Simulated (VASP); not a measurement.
SnTe, 2 atoms in the cell. Symmetry: Fm-3m, No. 225, cubic system. Conventional cell: a = 6.292 Å, b = 6.292 Å, c = 6.292 Å, α = 90.00°, β = 90.00°, γ = 90.00°. Sn (site symmetry m-3m) has 6 Te at 3.15 Å within 4.1 Å. Te (site symmetry m-3m) has 6 Sn at 3.15 Å within 4.1 Å.  This cell differs from its parent crystal: volume scaled by 0.99.

- Program: VASP 6.6.1
- Task: electric field gradients
- Functional: PBE
- Potentials or basis: VASP PAW PBE potentials, release 64 (Sn_d, Te)
- Cutoff: 520 eV
- k mesh: 11 × 11 × 11
- Occupations: fermi-dirac, width 0.08 eV
- Spin: no spin polarisation
- Dipole correction: no
- Further INCAR settings: ALGO = Normal; EDIFF = 1e-08; NBANDS = 17

Potentials or basis: VASP PAW PBE potentials, release 64 (Sn_d, Te).

Command:

```console
$ cat potpaw_PBE.64/Sn_d/POTCAR potpaw_PBE.64/Te/POTCAR > POTCAR
$ mpirun -np 1 vasp_std > vasp.out
```

Hardware: 1 thread of Intel(R) Xeon(R) 6975P-C (Granite Rapids), on a shared host.

Q: Estimate the wall time of this run.

A: It took 29 s on 1 thread of Intel(R) Xeon(R) 6975P-C (Granite Rapids), on a shared host, peak memory 0.23 GiB. Counts: scf iterations 16, k points 56.
